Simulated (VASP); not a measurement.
The system is H.

```xyz
2
Lattice="-1.6915 1.6915 2.0585 1.6915 -1.6915 2.0585 1.6915 1.6915 -2.0585" Properties=species:S:1:pos:R:3 pbc="T T T"
H     0.0000    0.0000    0.3711
H     0.0000    0.0000    3.7459
```

Program: VASP 6.6.1. Alike in all runs: task single point; potentials or basis VASP PAW PBE potentials, release 64 (H); no spin polarisation; cell as given; k mesh 6 × 6 × 6; cutoff (eV) 520; smearing fermi-dirac 0.05 eV.

Task: Order these runs on this cell by their band gap on the k mesh, lowest first.
A. level PBE-based screened hybrid with 20 % exact exchange; share of exact exchange 0.2
B. level PBE-based screened hybrid with 50 % exact exchange; share of exact exchange 0.5
C. level PBE-based screened hybrid with 15 % exact exchange; share of exact exchange 0.15
D. level PBE-based screened hybrid with 40 % exact exchange; share of exact exchange 0.4
E. level PBE-based screened hybrid with 10 % exact exchange; share of exact exchange 0.1

Result: E (9.56 eV), C (9.88 eV), A (10.19 eV), D (11.46 eV), B (12.10 eV).

A k mesh can miss the band edges.
